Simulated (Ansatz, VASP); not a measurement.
## Two plane-wave programs on NaI

POSCAR

```
NaI
1.0
    0.0000000000      3.2171862638      3.2171862638
    3.2171862638      0.0000000000      3.2171862638
    3.2171862638      3.2171862638      0.0000000000
Na I
1 1
Direct
    0.0000000000      0.0000000000      0.0000000000
    0.5000000000      0.5000000000      0.5000000000
```

The input INCAR.step1:

```
  PREC = Accurate
  ENCUT = 520
  ISMEAR = 0
  SIGMA = 0.01
  LREAL = F
  LASPH = T
  NELM = 100
  NBANDS = 14
  GGA = PE
  ALGO = Normal
  EDIFF = 1E-4
  LWAVE = T
  LCHARG = F
```

Contents of INCAR.step2:

```
  PREC = Accurate
  ENCUT = 520
  EDIFF = 1E-6
  ISMEAR = 0
  SIGMA = 0.01
  LREAL = F
  LASPH = T
  NELM = 100
  ALGO = Normal
  ISIF = 2
  LWAVE = F
  LCHARG = T
  METAGGA = R2SCAN
  LMIXTAU = T
  LELF = T
  LVHAR = T
  NBANDS = 14
  ISTART = 1
```

The input KPOINTS:

```
Automatic mesh
0
Gamma
  6 6 6
```

Input for Ansatz:

```yaml
crystal:
  lattice:
    - [0.0, 3.21718626379, 3.21718626379]
    - [3.21718626379, 0.0, 3.21718626379]
    - [3.21718626379, 3.21718626379, 0.0]
  atoms:
    - { symbol: Na, position: [0.0, 0.0, 0.0] }
    - { symbol: I, position: [0.5, 0.5, 0.5] }
kpoints:
  mp_grid: { grid: [6, 6, 6] }
scf:
  occupations: { method: fixed }
  convergence: { dr2_threshold: 1.0e-10 }
hamiltonian:
  xc: r2scan
  pseudopotentials: { kind: paw }
output:
  forces: true
  stress: true
  eigenstates:
    kpoints:
      - [0.0, 0.0, 0.0]
      - [0.0, -0.5, -0.5]
      - [-0.5, 0.0, -0.5]
      - [-0.5, -0.5, 0.0]
      - [-0.5, 0.0, 0.0]
      - [0.0, -0.5, 0.0]
      - [0.0, 0.0, -0.5]
      - [-0.5, -0.5, -0.5]
  eigenvalues: true
```

Alike in both runs: task single point; functional r2SCAN; k mesh 6 × 6 × 6; no spin polarisation.

|  | VASP | Ansatz |
| --- | --- | --- |
| version | VASP 6.6.1 | Ansatz 0.2.0 |
| potentials or method | VASP PAW PBE potentials, release 64 (Na_pv, I) | PAW with Ansatz's default frozen-core files, scalar-relativistic |
| plane-wave cutoff (eV) | 520 | 500 |
| occupations | gaussian, width 0.01 eV | fixed |
| valence electrons in the cell | 14 | 26 |

VASP gave:

| Item | Value |
| --- | --- |
| gap on the k mesh at the Fermi level (eV) | 4.49 |
| pressure (GPa) | 0.1 |

Q: Estimate Ansatz's values.

A: gap on the k mesh at the Fermi level (eV): 4.48; pressure (GPa): 0.2.

VASP's potentials were made for PBE, not for r2SCAN. VASP's potentials hold 14 valence electrons a cell and Ansatz's 26, so a difference there can come from the potentials and not from the codes.

Neither program's run includes spin-orbit coupling.
